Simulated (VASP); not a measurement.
# TiN in VASP: single point with PBE+D3(BJ)

Aim: the single point of TiN with PBE+D3(BJ).

Program: VASP 6.6.1. These are calculated values, not measurements. Logs are shortened: lines on timing, memory, paths and dates and some standing lists are left out, and cuts for length are marked.

### 1 The cell of the first run

The cell holds a slab with vacuum, 6 atoms: a = 2.974 Å, b = 2.974 Å, c = 18.205 Å, α = 90.00°, β = 90.00°, γ = 90.00°.

### 2 Single point, PBE+D3(BJ)

Input file INCAR:

```
PREC = Accurate
ENCUT = 520
EDIFF = 1E-7
ISMEAR = 0
SIGMA = 0.1
LREAL = F
LASPH = T
NELM = 100
ALGO = Normal
ISIF = 2
LWAVE = F
LCHARG = F
LDIPOL = T
IDIPOL = 3
DIPOL = 0.5 0.5 0.498
GGA = PE
IVDW = 12
NBANDS = 34
```

Input file KPOINTS:

```
Automatic mesh
0
Gamma
  10 10 1
```

Input file POSCAR:

```
TiN
1.0
    2.9736794933      0.0000000000      0.0000000000
    0.0000000000      2.9736794933      0.0000000000
    0.0000000000      0.0000000000     18.2054178696
Ti N
3 3
Direct
    0.5000000000      0.5000000000      0.3845009244
    0.0000000000      0.0000000000      0.4980261967
    0.5000000000      0.5000000000      0.6067512316
    0.0000000000      0.0000000000      0.3845009244
    0.5000000000      0.5000000000      0.4962431847
    0.0000000000      0.0000000000      0.6181323059
```

Potentials or basis: VASP PAW PBE potentials, release 64 (Ti_sv, N).

Run with:

```sh
cat potpaw_PBE.64/Ti_sv/POTCAR potpaw_PBE.64/N/POTCAR > POTCAR
mpirun -np 1 vasp_std > vasp.out
```

OUTCAR:

```text
PREC = Accurate
   ENCUT = 520
   EDIFF = 1E-7
   ISMEAR = 0
   LREAL = F
   LASPH = T
   NELM = 100
   ISIF = 2
   GGA = PE
   IVDW = 12
 IVDW          = 12

 ion  position               nearest neighbor table
   1  0.500  0.500  0.385-   5 2.03   4 2.10   4 2.10   4 2.10   4 2.10
   2  0.000  0.000  0.498-   4 2.07   5 2.10   5 2.10   5 2.10   5 2.10   6 2.19   3 2.89   3 2.89
                             3 2.89   3 2.89
   3  0.500  0.500  0.607-   5 2.01   6 2.11   6 2.11   6 2.11   6 2.11   2 2.89   2 2.89   2 2.89
                             2 2.89
   4  0.000  0.000  0.385-   2 2.07   1 2.10   1 2.10   1 2.10   1 2.10
   5  0.500  0.500  0.496-   3 2.01   1 2.03   2 2.10   2 2.10   2 2.10   2 2.10
   6  0.000  0.000  0.618-   3 2.11   3 2.11   3 2.11   3 2.11   2 2.19

  LATTYP: Found a simple tetragonal cell.
 ALAT       =     2.9736794933
 C/A-ratio  =     6.1221856325

  Lattice vectors:

 A1 = (   2.9736794933,   0.0000000000,   0.0000000000)
 A2 = (   0.0000000000,   2.9736794933,   0.0000000000)
 A3 = (   0.0000000000,   0.0000000000,  18.2054178696)

Analysis of symmetry for initial positions (statically):
=====================================================================
 Subroutine PRICEL returns:
 Original cell was already a primitive cell.

 Routine SETGRP: Setting up the symmetry group for a
 simple tetragonal supercell.

 Subroutine GETGRP returns: Found  8 space group operations
 (whereof  8 operations were pure point group operations)
 out of a pool of 16 trial point group operations.

The static configuration has the point symmetry C_4v.

Analysis of symmetry for dynamics (positions and initial velocities):
=====================================================================
 Subroutine PRICEL returns:
 Original cell was already a primitive cell.

 Routine SETGRP: Setting up the symmetry group for a
 simple tetragonal supercell.

 Subroutine GETGRP returns: Found  8 space group operations
 (whereof  8 operations were pure point group operations)
 out of a pool of 16 trial point group operations.

The dynamic configuration has the point symmetry C_4v.

 Subroutine INISYM returns: Found  8 space group operations
 (whereof  8 operations are pure point group operations),
 and found     1 'primitive' translations

----------------------------------------------------------------------------------------

                                     Primitive cell

  volume of cell :     160.9863

  direct lattice vectors                    reciprocal lattice vectors
     2.973679493  0.000000000  0.000000000     0.336283719  0.000000000  0.000000000
     0.000000000  2.973679493  0.000000000     0.000000000  0.336283719  0.000000000
     0.000000000  0.000000000 18.205417870     0.000000000  0.000000000  0.054928703

  length of vectors
     2.973679493  2.973679493 18.205417870     0.336283719  0.336283719  0.054928703

  position of ions in fractional coordinates (direct lattice)
     0.500000000  0.500000000  0.384500924
     0.000000000  0.000000000  0.498026197
     0.500000000  0.500000000  0.606751232
     0.000000000  0.000000000  0.384500924
     0.500000000  0.500000000  0.496243185
     0.000000000  0.000000000  0.618132306

  ion indices of the primitive-cell ions
   primitive index   ion index
                 1           1
                 2           2
                 3           3
                 4           4
                 5           5
                 6           6

----------------------------------------------------------------------------------------

 KPOINTS: Automatic mesh

Automatic generation of k-mesh.
 Grid dimensions read from file:
 generate k-points for:   10   10    1

 Generating k-lattice:

  Cartesian coordinates                     Fractional coordinates (reciprocal lattice)
     0.033628372  0.000000000  0.000000000     0.100000000  0.000000000  0.000000000
     0.000000000  0.033628372  0.000000000     0.000000000  0.100000000  0.000000000
     0.000000000  0.000000000  0.054928703     0.000000000  0.000000000  1.000000000

  Length of vectors
     0.033628372  0.033628372  0.054928703

  Shift w.r.t. Gamma in fractional coordinates (k-lattice)
     0.000000000  0.000000000  0.000000000

 Subroutine IBZKPT returns following result:
 ===========================================

 Found     21 irreducible k-points:

 Following reciprocal coordinates:
            Coordinates               Weight
  0.000000  0.000000  0.000000      1.000000
  0.100000  0.000000  0.000000      4.000000
  0.200000  0.000000  0.000000      4.000000
  0.300000  0.000000  0.000000      4.000000
  0.400000  0.000000  0.000000      4.000000
  0.500000  0.000000  0.000000      2.000000
[... 13 lines left out ...]
  0.500000  0.400000  0.000000      4.000000
  0.500000  0.500000  0.000000      1.000000
   k-points           NKPTS =     21   k-points in BZ     NKDIM =     21   number of bands    NBANDS=     34
   number of dos      NEDOS =    301   number of ions     NIONS =      6
   total plane-waves  NPLWV =  80640
   dimension x,y,z NGX =    24 NGY =   24 NGZ =  140
   dimension x,y,z NGXF=    48 NGYF=   48 NGZF=  280
   ions per type =               3   3
   NGX,Y,Z   is equivalent  to a cutoff of  13.42, 13.42, 12.78 a.u.
   NGXF,Y,Z  is equivalent  to a cutoff of  26.83, 26.83, 25.57 a.u.
 SYSTEM =  unknown system
   PREC   = accura    normal or accurate (medium, high low for compatibility)
   ISTART =      0    job   : 0-new  1-cont  2-samecut
   ICHARG =      2    charge: 1-file 2-atom 10-const
   ISPIN  =      1    spin polarized calculation?
   LNONCOLLINEAR =      F non collinear calculations
   LSORBIT =      F    spin-orbit coupling
   LASPH  =      T    aspherical Exc in radial PAW
   ENCUT  =  520.0 eV  38.22 Ry    6.18 a.u.   5.53  5.53 33.85*2*pi/ulx,y,z
   NELM   =    100;   NELMIN=  2; NELMDL= -5     # of ELM steps
   EDIFF  = 0.1E-06   stopping-criterion for ELM
   LREAL  =      F    real-space projection
   EDIFFG = 0.1E-05   stopping-criterion for IOM
   NSW    =      0    number of steps for IOM
   IBRION =     -1    ionic relax: 0-MD 1-quasi-New 2-CG
   NFREE  =      0    steps in history (QN), initial steepest desc. (CG)
   ISIF   =      2    stress and relaxation
   ISYM   =      2    0-nonsym 1-usesym 2-fastsym
   POTIM  = 0.5000    time-step for ionic-motion
   TEBEG  =    0.0;   TEEND  =   0.0 temperature during run
   PSTRESS=    0.0 pullay stress
   NELECT =      51.0000    total number of electrons
   NUPDOWN=      -1.0000    fix difference up-down
   EMIN   =  10.00;   EMAX   =-10.00  energy-range for DOS
   EFERMI =   0.00;   METHOD = LEGACY
   ISMEAR =     0;   SIGMA  =   0.10  broadening in eV -4-tet -1-fermi 0-gaus
   EFERMI_NEDOS =   21; number of points for ismear=-14 and -15
   IALGO  =     38    algorithm
   IMIX   =      4    mixing-type and parameters
     AMIX     =   0.40;   BMIX     =  1.00
     AMIX_MAG =   1.60;   BMIX_MAG =  1.00
  volume/ion in A,a.u.               =      26.83       181.06
  Fermi-wavevector in a.u.,A,eV,Ry     =   1.116011  2.108955 16.945799  1.245481
  Thomas-Fermi vector in A             =   2.252621
   LORBIT       =      0    0 simple, 1 ext, 2 COOP (PROOUT), +10 PAW based schemes
   GGA     = PE    functional components
   LHFCALC =     F    Hartree Fock is set to
   AEXX    =    0.0000 exact exchange contribution
   IVDW    =    12    specifies the selected vdW correction
   LEPSILON=     F    determine dielectric tensor
   LRPA    =     F    only Hartree local field effects (RPA)
 non-spin polarized calculation
 Gauss-broadening in eV      SIGMA  =   0.10
  energy-cutoff  :      520.00
  volume of cell :      160.99
 maximum number of plane-waves:      4373
 NGX is ok and might be reduce to    24
   NGX = 11   NGY = 11   NGZ = 67

 dipolmoment           0.000000      0.000000     -0.215288 electrons x Angstroem

 number of electron      50.9999985 magnetization

 dipolmoment           0.000000      0.000000      0.022590 electrons x Angstroem

 Free energy of the ion-electron system (eV)
  ---------------------------------------------------
  ext. energy  EPLUGINS =         0.00000000
  ---------------------------------------------------
  free energy    TOTEN  =       -57.40152863 eV

  energy without entropy =      -57.38332593  energy(sigma->0) =      -57.39242728

 E-fermi :   2.3219     XC(G=0):  -5.6075

 val. band max:        2.2797824723   @ k =   0.1000   0.0000   0.0000
 cond. band min:       2.3242048826   @ k =   0.1000   0.0000   0.0000
 fundamental gap:      0.0444224103
 Fermi energy:         2.3218806527

 k-point     1 :       0.0000    0.0000    0.0000
  band No.  band energies     occupation
      1     -55.6547      2.00000
      2     -55.5023      2.00000
      3     -55.2773      2.00000
      4     -32.1315      2.00000
      5     -31.9556      2.00000
      6     -31.7317      2.00000
[... 26 lines left out ...]
     33       3.8950      0.00000
     34       3.8952      0.00000

 k-point     2 :       0.1000    0.0000    0.0000
  band No.  band energies     occupation
      1     -55.6509      2.00000
      2     -55.4979      2.00000
      3     -55.2752      2.00000
      4     -32.1273      2.00000
      5     -31.9639      2.00000
      6     -31.7651      2.00000
[... 26 lines left out ...]
     33       4.0275      0.00000
     34       4.1663      0.00000

 k-point     3 :       0.2000    0.0000    0.0000
  band No.  band energies     occupation
      1     -55.6409      2.00000
      2     -55.4865      2.00000
      3     -55.2696      2.00000
      4     -32.1238      2.00000
      5     -31.9901      2.00000
      6     -31.8522      2.00000
[... 26 lines left out ...]
     33       4.4670      0.00000
     34       4.5181      0.00000
[... 593 lines left out ...]
 k-point    20 :       0.5000    0.4000    0.0000
  band No.  band energies     occupation
      1     -55.5840      2.00000
      2     -55.4253      2.00000
      3     -55.2228      2.00000
      4     -32.0609      2.00000
      5     -32.0485      2.00000
      6     -31.9987      2.00000
[... 26 lines left out ...]
     33       4.7975      0.00000
     34       4.9302      0.00000

 k-point    21 :       0.5000    0.5000    0.0000
  band No.  band energies     occupation
      1     -55.5808      2.00000
      2     -55.4221      2.00000
      3     -55.2193      2.00000
      4     -32.0516      2.00000
      5     -32.0516      2.00000
      6     -32.0174      2.00000
[... 26 lines left out ...]
     33       4.8400      0.00000
     34       4.8856      0.00000

------------------------ aborting loop because EDIFF is reached ----------------------------------------

 vacuum level on the upper side and lower side of the slab       (xc-potential included)        -0.075        -0.588

 Edisp (eV)   -1.91463

 E8    (eV) :    -0.8429

  FORCE on cell =-STRESS in cart. coord.  units (eV):
  Direction    XX          YY          ZZ          XY          YZ          ZX
  --------------------------------------------------------------------------------------
  -------------------------------------------------------------------------------------
  Total      -3.56438    -3.56438     0.09657     0.00000    -0.00000     0.00000
  in kB     -35.47365   -35.47365     0.96108     0.00000    -0.00000     0.00000
  external pressure =      -23.33 kB  Pullay stress =        0.00 kB

 VOLUME and BASIS-vectors are now :
 -----------------------------------------------------------------------------
  energy-cutoff  :      520.00
  volume of cell :      160.99
      direct lattice vectors                 reciprocal lattice vectors
     2.973679493  0.000000000  0.000000000     0.336283719  0.000000000  0.000000000
     0.000000000  2.973679493  0.000000000     0.000000000  0.336283719  0.000000000
     0.000000000  0.000000000 18.205417870     0.000000000  0.000000000  0.054928703

 POSITION                                       TOTAL-FORCE (eV/Angst)
 -----------------------------------------------------------------------------------
      1.48684      1.48684      7.00000         0.000000     -0.000000      1.752753
      0.00000      0.00000      9.06678         0.000000     -0.000000      0.005635
      1.48684      1.48684     11.04616         0.000000      0.000000      0.025901
      0.00000      0.00000      7.00000         0.000000     -0.000000     -1.798237
      1.48684      1.48684      9.03431         0.000000      0.000000      0.000900
      0.00000      0.00000     11.25336         0.000000     -0.000000      0.013049
 -----------------------------------------------------------------------------------
    total drift:                                0.000000     -0.000000     -0.000382

  FREE ENERGIE OF THE ION-ELECTRON SYSTEM (eV)
  ---------------------------------------------------
  free  energy   TOTEN  =       -59.3161601293 eV

  energy  without entropy=      -59.2979574343  energy(sigma->0) =      -59.30705878

 vacuum level on the upper side and lower side of the slab         5.022         4.496
```

It took 5.4 min on 1 thread of Intel Xeon 8259CL, shared host; peak memory 0.31 GiB.

What came out:

```yaml
Free_energy: -59.3162 eV
Largest_force: 1.798 eV/Å
Band_gap_on_the_k_mesh: zero (an odd number of electrons rules out a gap without spin polarisation)
Dispersion_energy_per_atom: -0.319 eV
```

Forces on the atoms (eV/Å):
```
Ti   0.000  0.000  1.753
Ti   0.000  0.000  0.006
Ti   0.000  0.000  0.026
N    0.000  0.000 -1.798
N    0.000  0.000  0.001
N    0.000  0.000  0.013
```

Caveat: an odd number of electrons without spin polarisation forces a metal; a magnetic or distorted state may lie lower.

The gap in the log of VASP goes by the Fermi energy; the results here count the filled bands.